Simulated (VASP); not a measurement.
Input of a VASP 6.6.1 run:

INCAR

```
  ALGO = Normal
  EDIFF = 1E-6
  ENCUT = 500
  GGA = PE
  GGA_COMPAT = False
  ISIF = 2
  ISMEAR = 0
  LASPH = True
  LCHARG = True
  LELF = True
  LREAL = False
  LVHAR = True
  LWAVE = False
  NBANDS = 16
  NELM = 120
  PREC = Accurate
  SIGMA = 0.2
```

KPOINTS

```
k-points
0
Gamma
  6 6 6
```

File POSCAR:

```
Si2B3
1.0
    1.4868232433      0.8584177982      5.9569735370
   -1.4868232433      0.8584177982      5.9569735370
    0.0000000000     -1.7168356010      5.9569735364
Si B
2 3
Direct
    0.4015818129      0.4015818129      0.4015818129
    0.5984181871      0.5984181871      0.5984181871
    0.8250730496      0.8250730496      0.8250730496
    0.1749269504      0.1749269504      0.1749269504
    0.0000000000      0.0000000000      0.0000000000
```

Potentials or basis: VASP PAW PBE potentials, release 64 (Si, B).

The run is started by

```bash
$ cat potpaw_PBE.64/Si/POTCAR potpaw_PBE.64/B/POTCAR > POTCAR
$ mpirun -np 1 vasp_std > vasp.out
```

Estimate the band gap on the k mesh.

zero (an odd number of electrons rules out a gap without spin polarisation).

Predict the pressure.

0.4 GPa.

Estimate the largest force.

0.046 eV/Å.

Stress tensor (GPa, compression positive):
```
 0.70  0.00  0.00
 0.00  0.70  0.00
 0.00  0.00 -0.11
```

Caveat: the k points lie up to 0.41 Å⁻¹ apart, too coarse for converged energies and pressures of a metal.
